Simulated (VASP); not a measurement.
# AlN (P6_3/mmc) in VASP: single point with PBEsol

Aim: the single point of AlN with PBEsol.

All numbers are computed with VASP 6.6.1; they aren't measurements. Logs are shortened: lines on timing, memory, paths and dates and some standing lists are left out, and cuts for length are marked.

## Step 1: The cell of the first run

It takes space group P6_3/mmc (No. 194, hexagonal). Conventional cell: a = 3.312 Å, b = 3.312 Å, c = 4.188 Å, α = 90.00°, β = 90.00°, γ = 120.00°. Al (site symmetry -6m2) has 5 N at 1.91 to 2.09 Å within 2.5 Å. N (site symmetry -6m2) has 5 Al at 1.91 to 2.09 Å within 2.5 Å.

## Step 2: Single point, PBEsol

INCAR

```
PREC = Accurate
ENCUT = 600
EDIFF = 1E-6
ISMEAR = 0
SIGMA = 0.01
LREAL = F
LASPH = T
NELM = 120
ALGO = Normal
ISIF = 2
LWAVE = F
LCHARG = T
GGA = PS
LELF = T
LVHAR = T
NBANDS = 26
GGA_COMPAT = F
```

KPOINTS

```
regular mesh
0
Gamma
  2 4 3
```

POSCAR

```
AlN
1.0
    6.6242314790      0.0000000006      0.0000000000
   -1.6560578695      2.8683763703      0.0000000000
    0.0000000000      0.0000000000      4.1875630000
Al N
4 4
Direct
    0.1666666650      0.6666666650      0.7500000000
    0.3333333350      0.3333333350      0.2500000000
    0.6666666650      0.6666666650      0.7500000000
    0.8333333350      0.3333333350      0.2500000000
    0.1666666650      0.6666666650      0.2500000000
    0.3333333350      0.3333333350      0.7500000000
    0.6666666650      0.6666666650      0.2500000000
    0.8333333350      0.3333333350      0.7500000000
```

Potentials or basis: VASP PAW PBE potentials, release 64 (Al, N).

Run with:

```console
cat potpaw_PBE.64/Al/POTCAR potpaw_PBE.64/N/POTCAR > POTCAR
mpirun -np 1 vasp_std > vasp.out
```

OUTCAR:

```text
PREC = Accurate
   ENCUT = 600
   EDIFF = 1E-6
   ISMEAR = 0
   LREAL = F
   LASPH = T
   NELM = 120
   ISIF = 2
   GGA = PS

 ion  position               nearest neighbor table
   1  0.167  0.667  0.750-   8 1.91   6 1.91   6 1.91   5 2.09   5 2.09   4 2.84   4 2.84   2 2.84
                             2 2.84   2 2.84   2 2.84   3 3.31   3 3.31   3 3.31   3 3.31
   2  0.333  0.333  0.250-   7 1.91   5 1.91   5 1.91   6 2.09   6 2.09   3 2.84   3 2.84   1 2.84
                             1 2.84   1 2.84   1 2.84   4 3.31   4 3.31   4 3.31   4 3.31
   3  0.667  0.667  0.750-   6 1.91   8 1.91   8 1.91   7 2.09   7 2.09   2 2.84   2 2.84   4 2.84
                             4 2.84   4 2.84   4 2.84   1 3.31   1 3.31   1 3.31   1 3.31
   4  0.833  0.333  0.250-   5 1.91   7 1.91   7 1.91   8 2.09   8 2.09   1 2.84   1 2.84   3 2.84
                             3 2.84   3 2.84   3 2.84   2 3.31   2 3.31   2 3.31   2 3.31
   5  0.167  0.667  0.250-   4 1.91   2 1.91   2 1.91   1 2.09   1 2.09
   6  0.333  0.333  0.750-   3 1.91   1 1.91   1 1.91   2 2.09   2 2.09
   7  0.667  0.667  0.250-   2 1.91   4 1.91   4 1.91   3 2.09   3 2.09
   8  0.833  0.333  0.750-   1 1.91   3 1.91   3 1.91   4 2.09   4 2.09

  Warning from LATTYP: Monoclinic adjustment (A1->A3, A2->A1, A3->A2)!
  LATTYP: Found a simple orthorhombic cell.
 ALAT       =     3.3121157390
 B/A-ratio  =     1.2643166272
 C/A-ratio  =     1.7320508079

  Lattice vectors:

 A1 = (  -1.6560578695,   2.8683763703,   0.0000000000)
 A2 = (   0.0000000000,   0.0000000000,   4.1875630000)
 A3 = (   4.9681736095,   2.8683763709,   0.0000000000)

Analysis of symmetry for initial positions (statically):
=====================================================================
 Subroutine PRICEL returns following result:

  LATTYP: Found a hexagonal cell.
 ALAT       =     3.3121157395
 C/A-ratio  =     1.2643166270

  Lattice vectors:

 A1 = (   3.3121157395,   0.0000000003,   0.0000000000)
 A2 = (  -1.6560578695,   2.8683763703,   0.0000000000)
 A3 = (   0.0000000000,   0.0000000000,   4.1875630000)

   2 primitive cells build up your supercell.

 Routine SETGRP: Setting up the symmetry group for a
 simple orthorhombic supercell.

 Subroutine GETGRP returns: Found  8 space group operations
 (whereof  4 operations were pure point group operations)
 out of a pool of  8 trial point group operations.

The static configuration has the point symmetry C_2h.
 The point group associated with its full space group is D_2h.

Analysis of symmetry for dynamics (positions and initial velocities):
=====================================================================
 Subroutine PRICEL returns following result:

  LATTYP: Found a hexagonal cell.
 ALAT       =     3.3121157395
 C/A-ratio  =     1.2643166270

  Lattice vectors:

 A1 = (   3.3121157395,   0.0000000003,   0.0000000000)
 A2 = (  -1.6560578695,   2.8683763703,   0.0000000000)
 A3 = (   0.0000000000,   0.0000000000,   4.1875630000)

   2 primitive cells build up your supercell.

 Routine SETGRP: Setting up the symmetry group for a
 simple orthorhombic supercell.

 Subroutine GETGRP returns: Found  8 space group operations
 (whereof  4 operations were pure point group operations)
 out of a pool of  8 trial point group operations.

The dynamic configuration has the point symmetry C_2h.
 The point group associated with its full space group is D_2h.

 Subroutine INISYM returns: Found  8 space group operations
 (whereof  4 operations are pure point group operations),
 and found     2 'primitive' translations

----------------------------------------------------------------------------------------

                                     Primitive cell

  volume of cell :      39.7835

  direct lattice vectors                    reciprocal lattice vectors
     3.312115739  0.000000000  0.000000000     0.301921816  0.174314642  0.000000000
    -1.656057869  2.868376370  0.000000000    -0.000000000  0.348629284  0.000000000
     0.000000000  0.000000000  4.187563000     0.000000000  0.000000000  0.238802377

  length of vectors
     3.312115739  3.312115739  4.187563000     0.348629284  0.348629284  0.238802377

  position of ions in fractional coordinates (direct lattice)
     0.333333330  0.666666665  0.750000000
     0.666666670  0.333333335  0.250000000
     0.333333330  0.666666665  0.250000000
     0.666666670  0.333333335  0.750000000

  ion indices of the primitive-cell ions
   primitive index   ion index
                 1           1
                 2           2
                 3           5
                 4           6

----------------------------------------------------------------------------------------

 KPOINTS: regular mesh

Automatic generation of k-mesh.
 Grid dimensions read from file:
 generate k-points for:    2    4    3

 Generating k-lattice:

  Cartesian coordinates                     Fractional coordinates (reciprocal lattice)
     0.075480454  0.043578660  0.000000000     0.500000000 -0.000000000  0.000000000
    -0.000000000  0.087157321  0.000000000     0.000000000  0.250000000  0.000000000
     0.000000000  0.000000000  0.079600792     0.000000000  0.000000000  0.333333333

  Length of vectors
     0.087157321  0.087157321  0.079600792

  Shift w.r.t. Gamma in fractional coordinates (k-lattice)
     0.000000000  0.000000000  0.000000000

 Subroutine IBZKPT returns following result:
 ===========================================

 Found     10 irreducible k-points:

 Following reciprocal coordinates:
            Coordinates               Weight
  0.000000  0.000000  0.000000      1.000000
  0.500000 -0.000000  0.000000      1.000000
  0.000000  0.250000  0.000000      4.000000
  0.000000  0.500000  0.000000      1.000000
  0.500000  0.500000  0.000000      1.000000
  0.000000  0.000000  0.333333      2.000000
  0.500000 -0.000000  0.333333      2.000000
  0.000000  0.250000  0.333333      8.000000
  0.000000  0.500000  0.333333      2.000000
  0.500000  0.500000  0.333333      2.000000
   k-points           NKPTS =     10   k-points in BZ     NKDIM =     10   number of bands    NBANDS=     26
   number of dos      NEDOS =    301   number of ions     NIONS =      8
   total plane-waves  NPLWV =  54432
   dimension x,y,z NGX =    54 NGY =   28 NGZ =   36
   dimension x,y,z NGXF=   108 NGYF=   56 NGZF=   72
   ions per type =               4   4
   NGX,Y,Z   is equivalent  to a cutoff of  13.55, 14.05, 14.29 a.u.
   NGXF,Y,Z  is equivalent  to a cutoff of  27.10, 28.11, 28.58 a.u.
 SYSTEM =  unknown system
   PREC   = accura    normal or accurate (medium, high low for compatibility)
   ISTART =      0    job   : 0-new  1-cont  2-samecut
   ICHARG =      2    charge: 1-file 2-atom 10-const
   ISPIN  =      1    spin polarized calculation?
   LNONCOLLINEAR =      F non collinear calculations
   LSORBIT =      F    spin-orbit coupling
   LASPH  =      T    aspherical Exc in radial PAW
   ENCUT  =  600.0 eV  44.10 Ry    6.64 a.u.  13.23  6.62  8.36*2*pi/ulx,y,z
   NELM   =    120;   NELMIN=  2; NELMDL= -5     # of ELM steps
   EDIFF  = 0.1E-05   stopping-criterion for ELM
   LREAL  =      F    real-space projection
   EDIFFG = 0.1E-04   stopping-criterion for IOM
   NSW    =      0    number of steps for IOM
   IBRION =     -1    ionic relax: 0-MD 1-quasi-New 2-CG
   NFREE  =      0    steps in history (QN), initial steepest desc. (CG)
   ISIF   =      2    stress and relaxation
   ISYM   =      2    0-nonsym 1-usesym 2-fastsym
   POTIM  = 0.5000    time-step for ionic-motion
   TEBEG  =    0.0;   TEEND  =   0.0 temperature during run
   PSTRESS=    0.0 pullay stress
   NELECT =      32.0000    total number of electrons
   NUPDOWN=      -1.0000    fix difference up-down
   EMIN   =  10.00;   EMAX   =-10.00  energy-range for DOS
   EFERMI =   0.00;   METHOD = LEGACY
   ISMEAR =     0;   SIGMA  =   0.01  broadening in eV -4-tet -1-fermi 0-gaus
   EFERMI_NEDOS =   21; number of points for ismear=-14 and -15
   IALGO  =     38    algorithm
   IMIX   =      4    mixing-type and parameters
     AMIX     =   0.40;   BMIX     =  1.00
     AMIX_MAG =   1.60;   BMIX_MAG =  1.00
  volume/ion in A,a.u.               =       9.95        67.12
  Fermi-wavevector in a.u.,A,eV,Ry     =   1.208409  2.283561 19.867928  1.460251
  Thomas-Fermi vector in A             =   2.344017
   LORBIT       =      0    0 simple, 1 ext, 2 COOP (PROOUT), +10 PAW based schemes
   GGA     = PS    functional components
   LHFCALC =     F    Hartree Fock is set to
   AEXX    =    0.0000 exact exchange contribution
   IVDW    =     0    specifies the selected vdW correction
   LEPSILON=     F    determine dielectric tensor
   LRPA    =     F    only Hartree local field effects (RPA)
 non-spin polarized calculation
 Gauss-broadening in eV      SIGMA  =   0.01
  energy-cutoff  :      600.00
  volume of cell :       79.57
 maximum number of plane-waves:      2683
 NGX is ok and might be reduce to    54
   NGX = 27   NGY = 13   NGZ = 17

 number of electron      32.0000005 magnetization

 Free energy of the ion-electron system (eV)
  ---------------------------------------------------
  ext. energy  EPLUGINS =         0.00000000
  ---------------------------------------------------
  free energy    TOTEN  =       -61.85138809 eV

  energy without entropy =      -61.85138809  energy(sigma->0) =      -61.85138809

 E-fermi :   7.9851     XC(G=0): -11.3515

 val. band max:        7.8672162524   @ k =   0.0000   0.0000   0.0000
 cond. band min:      11.0512072800   @ k =   0.0000   0.0000   0.0000
 fundamental gap:      3.1839910277
 Fermi energy:         7.9850731823

 k-point     1 :       0.0000    0.0000    0.0000
  band No.  band energies     occupation
      1      -8.9017      2.00000
      2      -7.0248      2.00000
      3      -5.8620      2.00000
      4      -5.2266      2.00000
      5       0.9406      2.00000
      6       1.3590      2.00000
[... 18 lines left out ...]
     25      17.1330      0.00000
     26      18.9069      0.00000

 k-point     2 :       0.5000   -0.0000    0.0000
  band No.  band energies     occupation
      1      -8.2175      2.00000
      2      -8.2175      2.00000
      3      -5.2818      2.00000
      4      -5.2818      2.00000
      5       1.6893      2.00000
      6       1.6893      2.00000
[... 18 lines left out ...]
     25      17.8509      0.00000
     26      17.8658      0.00000

 k-point     3 :       0.0000    0.2500    0.0000
  band No.  band energies     occupation
      1      -8.2175      2.00000
      2      -7.1138      2.00000
      3      -5.7322      2.00000
      4      -5.2818      2.00000
      5       1.5329      2.00000
      6       1.6893      2.00000
[... 18 lines left out ...]
     25      17.8630      0.00000
     26      17.8809      0.00000

 k-point     4 :       0.0000    0.5000    0.0000
  band No.  band energies     occupation
      1      -7.0248      2.00000
      2      -7.0248      2.00000
      3      -5.8620      2.00000
      4      -5.8620      2.00000
      5       1.3590      2.00000
      6       1.3590      2.00000
[... 18 lines left out ...]
     25      17.1330      0.00000
     26      17.1330      0.00000

 k-point     5 :       0.5000    0.5000    0.0000
  band No.  band energies     occupation
      1      -7.1138      2.00000
      2      -7.1138      2.00000
      3      -5.7322      2.00000
      4      -5.7322      2.00000
      5       1.5329      2.00000
      6       1.5329      2.00000
[... 18 lines left out ...]
     25      17.9336      0.00000
     26      17.9336      0.00000

 k-point     6 :       0.0000    0.0000    0.3333
  band No.  band energies     occupation
      1      -8.2362      2.00000
      2      -6.6369      2.00000
      3      -6.5186      2.00000
      4      -6.0123      2.00000
      5       0.4301      2.00000
      6       1.3295      2.00000
[... 18 lines left out ...]
     25      17.1070      0.00000
     26      18.0651      0.00000

 k-point     7 :       0.5000   -0.0000    0.3333
  band No.  band energies     occupation
      1      -7.6169      2.00000
      2      -7.6169      2.00000
      3      -6.1779      2.00000
      4      -6.1779      2.00000
      5       1.5792      2.00000
      6       1.5792      2.00000
[... 18 lines left out ...]
     25      17.3236      0.00000
     26      17.3236      0.00000

 k-point     8 :       0.0000    0.2500    0.3333
  band No.  band energies     occupation
      1      -7.6169      2.00000
      2      -6.6979      2.00000
      3      -6.1779      2.00000
      4      -5.9674      2.00000
      5       1.0412      2.00000
      6       1.5178      2.00000
[... 18 lines left out ...]
     25      17.3236      0.00000
     26      17.4752      0.00000

 k-point     9 :       0.0000    0.5000    0.3333
  band No.  band energies     occupation
      1      -6.6369      2.00000
      2      -6.6369      2.00000
      3      -6.0123      2.00000
      4      -6.0123      2.00000
      5       0.4301      2.00000
      6       0.4301      2.00000
[... 18 lines left out ...]
     25      18.5065      0.00000
     26      18.5087      0.00000

 k-point    10 :       0.5000    0.5000    0.3333
  band No.  band energies     occupation
      1      -6.6979      2.00000
      2      -6.6979      2.00000
      3      -5.9674      2.00000
      4      -5.9674      2.00000
      5       1.0412      2.00000
      6       1.0412      2.00000
[... 18 lines left out ...]
     25      17.4752      0.00000
     26      17.4752      0.00000

------------------------ aborting loop because EDIFF is reached ----------------------------------------

  FORCE on cell =-STRESS in cart. coord.  units (eV):
  Direction    XX          YY          ZZ          XY          YZ          ZX
  --------------------------------------------------------------------------------------
  -------------------------------------------------------------------------------------
  Total       -1.6420663     -1.6420799     -2.2101825      0.0000118      0.0000000     -0.0000000
  in kB      -33.0649807    -33.0652542    -44.5046842      0.0002369      0.0000000     -0.0000000
  external PRESSURE =     -36.8783064 kB  Pullay stress =       0.0000000 kB

 VOLUME and BASIS-vectors are now :
 -----------------------------------------------------------------------------
  energy-cutoff  :      600.00
  volume of cell :       79.57
      direct lattice vectors                 reciprocal lattice vectors
     6.624231479  0.000000001  0.000000000     0.150960908  0.087157321  0.000000000
    -1.656057869  2.868376370  0.000000000    -0.000000000  0.348629284  0.000000000
     0.000000000  0.000000000  4.187563000     0.000000000  0.000000000  0.238802377

 POSITION                                       TOTAL-FORCE (eV/Angst)
 -----------------------------------------------------------------------------------
     -0.00000      1.91225      3.14067         0.000001      0.000000      0.000000
      1.65606      0.95613      1.04689        -0.000001     -0.000000     -0.000000
      3.31212      1.91225      3.14067         0.000001      0.000000     -0.000000
      4.96817      0.95613      1.04689        -0.000001     -0.000000      0.000000
     -0.00000      1.91225      1.04689         0.000031      0.000018      0.000000
      1.65606      0.95613      3.14067        -0.000031     -0.000018     -0.000000
      3.31212      1.91225      1.04689         0.000031      0.000018      0.000000
      4.96817      0.95613      3.14067        -0.000031     -0.000018     -0.000000
 -----------------------------------------------------------------------------------
    total drift:                               -0.000000      0.000000     -0.000000

  FREE ENERGIE OF THE ION-ELECTRON SYSTEM (eV)
  ---------------------------------------------------
  free  energy   TOTEN  =       -61.8513880857 eV

  energy  without entropy=      -61.8513880857  energy(sigma->0) =      -61.85138809
```

Wall time 28 s (1 thread of AMD EPYC 7R13 (Zen 3), shared host); peak memory 0.19 GiB.

Results:

```
Free energy            : -61.8514 eV
Pressure               : -3.7 GPa
Band gap on the k mesh : 3.18 eV
```

Stress tensor (GPa, compression positive):
```
-3.31  0.00  0.00
 0.00 -3.31  0.00
 0.00  0.00 -4.45
```

Caveat: the k points lie up to 0.55 Å⁻¹ apart; the PAW data sets were made with another functional, which shifts forces and pressure a little.
